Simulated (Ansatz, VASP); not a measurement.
## Two plane-wave programs on Ti

File INCAR:

```
PREC = Accurate ; ENCUT = 500
EDIFF = 1E-6 ; ISMEAR = 0
SIGMA = 0.15 ; LREAL = F
LASPH = T ; NELM = 120
ALGO = Normal ; ISIF = 2
LWAVE = F ; LCHARG = T
GGA = PE ; LELF = T
LVHAR = T ; NBANDS = 25
GGA_COMPAT = F
```

KPOINTS

```
Automatic mesh
0
Gamma
  12 12 14
```

File POSCAR:

```
Ti
1.0
    4.4646213109      0.0000000000      0.0000000000
   -2.2323106554      3.8664754735      0.0000000000
    0.0000000000      0.0000000000      2.7609675258
Ti
3
Direct
    0.0000000000      0.0000000000      0.0000000000
    0.3333333333      0.6666666667      0.5000000000
    0.6666666667      0.3333333333      0.5000000000
```

Input for Ansatz:

```yaml
crystal:
  lattice:
    - [4.4646213109, 0.0, 0.0]
    - [-2.2323106554, 3.8664754735, 0.0]
    - [0.0, 0.0, 2.7609675258]
  atoms:
    - { symbol: Ti, position: [0.0, 0.0, 0.0] }
    - { symbol: Ti, position: [0.3333333333, 0.6666666667, 0.5] }
    - { symbol: Ti, position: [0.6666666667, 0.3333333333, 0.5] }
basis:
  ecutwfc: 520.0
kpoints:
  mp_grid: { grid: [12, 12, 14] }
hamiltonian:
  xc: pbe
  pseudopotentials: { kind: paw, azcp: { folder: soft_1 } }
scf:
  occupations: { method: gaussian, width: 0.15 }
output:
  forces: true
  stress: true
  eigenvalues: true
```

Change from the starting cell: mode 6 frozen in at +0.000 Å, equal normal strain along x, y and z -0.0250.

Alike in both runs: task single point; functional PBE; k mesh 12 × 12 × 14; occupations gaussian, width 0.15 eV; no spin polarisation.

```csv
,VASP,Ansatz
version,VASP 6.6.1,Ansatz 0.2.0
potentials or method,"VASP PAW PBE potentials, release 64 (Ti_sv), cutoff 500 eV","scalar-relativistic, plane waves, PAW"
valence electrons in the cell,36,36
```

Ansatz gave:

| Item | Value |
| --- | --- |
| gap on the k mesh at the Fermi level (eV) | none |
| pressure (GPa) | 9.8 |
| traceless stress, the component that is largest in VASP (GPa) | 0.40 |

Problem. What did VASP give for the same quantities?

Solution. gap on the k mesh at the Fermi level (eV): none; pressure (GPa): 9.4; traceless stress, the component that is largest in VASP (GPa): 0.41.

A gap of «none» marks a metal or a gap that the smearing closes. With one functional, cell and mesh, what is left measures potentials, basis and numerics.
